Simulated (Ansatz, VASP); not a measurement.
**Two plane-wave programs on Pb**

```
Pb
1.0
     5.71656    0.00000    0.00000
    -2.85828    4.95069    0.00000
     0.00000    0.00000    3.44985
Pb
3
Direct
  0.00000 0.00000 0.00000
  0.33333 0.66667 0.50000
  0.66667 0.33333 0.50000
```

Alike in both runs: task single point; functional r2SCAN; k mesh 7 × 7 × 10; occupations fermi-dirac, width 0.1 eV; no spin polarisation.

```csv
,VASP,Ansatz
version,VASP 6.6.1,Ansatz 0.2.0
potentials or method,"VASP PAW PBE potentials, release 64 (Pb_d), cutoff 520 eV","plane waves (500 eV) with PAW, scalar-relativistic"
valence electrons in the cell,42,42
```

Ansatz gave:

```
pressure (GPa)                                                : -1.5
traceless stress, the component that is largest in VASP (GPa) : -0.57
```

Q: What did VASP give for the same quantities?

A: Pressure (GPa): -1.5; traceless stress, the component that is largest in VASP (GPa): -0.58.

VASP's potentials were made for PBE, not for r2SCAN.

Spin-orbit coupling is off throughout.
